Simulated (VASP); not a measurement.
Input of a VASP 6.6.1 run:

File INCAR:

```
SYSTEM = SnSe
  PREC = Accurate
  ENCUT = 520
  EDIFF = 1E-7
  ISMEAR = 0
  SIGMA = 0.01
  LREAL = .FALSE.
  LASPH = .TRUE.
  NELM = 100
  ALGO = Normal
  ISIF = 2
  LWAVE = .FALSE.
  LCHARG = .TRUE.
  GGA = PS
  LELF = .TRUE.
  LVHAR = .TRUE.
  NBANDS = 17
```

The input KPOINTS:

```
regular mesh
0
G
  5 5 5
  0 0 0
```

File POSCAR:

```
SnSe
1.0
    0.0000000000      2.9693193375      2.9693193375
    2.9693193375      0.0000000000      2.9693193375
    2.9693193375      2.9693193375      0.0000000000
Sn Se
1 1
Direct
    0.0000000000      0.0000000000      0.0000000000
    0.5000000000      0.5000000000      0.5000000000
```

Potentials or basis: VASP PAW PBE potentials, release 64 (Sn_d, Se).

Run with:

```sh
$ cat potpaw_PBE.64/Sn_d/POTCAR potpaw_PBE.64/Se/POTCAR > POTCAR
$ mpirun -np 1 vasp_std > vasp.out
```

(1) Predict the pressure.

## Answers

(1) 0.0 GPa.

Caveat: the PAW data sets were made with another functional, which shifts forces and pressure a little.
